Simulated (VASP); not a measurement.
Input of a VASP 6.6.1 run:

Contents of INCAR:

```
SYSTEM = Se
ALGO = Normal ; EDIFF = 1E-7
ENCUT = 520 ; GGA = PS
ISIF = 2 ; ISMEAR = -1
LASPH = .TRUE. ; LCHARG = .FALSE.
LREAL = .FALSE. ; LWAVE = .FALSE.
NBANDS = 13 ; NELM = 80
PREC = Accurate ; SIGMA = 0.08
```

File KPOINTS:

```
k-points
0
G
  11 11 11
  0 0 0
```

The input POSCAR:

```
Se
1.0
    0.0000000000      2.9811861839      2.9811861839
    2.9811861839      0.0000000000      2.9811861839
    2.9811861839      2.9811861839      0.0000000000
Se
2
Direct
   -0.1250000000     -0.1250000000     -0.1250000000
    0.1250000000      0.1250000000      0.1250000000
```

Potentials or basis: VASP PAW PBE potentials, release 64 (Se).

Run with:

```console
$ cat potpaw_PBE.64/Se/POTCAR > POTCAR
$ mpirun -np 1 vasp_std > vasp.out
```

Q: Estimate the pressure.

A: 7.4 GPa.

Q: What does it give for the band gap on the k mesh?

A: Zero (band 6 reaches 3.84 eV, above the bottom of band 7 at 2.52 eV).

Caveat: the PAW data sets were made with another functional, which shifts forces and pressure a little.
